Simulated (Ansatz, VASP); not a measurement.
## Ga3O4: VASP beside Ansatz

```
Ga O
1.0
     0.00000    4.30615    4.30615
     4.30615    0.00000    4.30615
     4.30615    4.30615    0.00000
Ga O
6 8
Direct
  0.25000 0.25000 0.25000
  0.00000 0.00000 0.00000
  0.62500 0.12500 0.62500
  0.62500 0.62500 0.12500
  0.62500 0.62500 0.62500
  0.12500 0.62500 0.62500
  0.38752 0.38752 0.38752
  0.86248 0.86248 0.86248
  0.86248 0.41255 0.86248
  0.41255 0.86248 0.86248
  0.38752 0.83745 0.38752
  0.83745 0.38752 0.38752
  0.38752 0.38752 0.83745
  0.86248 0.86248 0.41255
```

Alike in both runs: functional PBE; k mesh 6 × 6 × 6; occupations gaussian, width 0.1 eV; no spin polarisation.

Ansatz relaxed the structure, and its values are those at the end. VASP's run is a single point on that final structure, the one shown.

|  | VASP | Ansatz |
| --- | --- | --- |
| version | VASP 6.6.1 | Ansatz 0.2.0 |
| potentials or method | VASP PAW PBE potentials, release 64 (Ga_d, O), cutoff 520 eV | scalar-relativistic, plane waves, PAW |
| valence electrons in the cell | 126 | 126 |

```csv
,VASP,Ansatz,Ansatz less VASP
gap on the k mesh at the Fermi level (eV),none,none,-
pressure (GPa),0.8,0.0,-0.79
rms of the force components (eV/Å),0.012,0.000,-0.0119
```

A gap of «none» marks a metal or a gap that the smearing closes. The functional is the same, so the differences come from potentials, cutoffs and numerics.
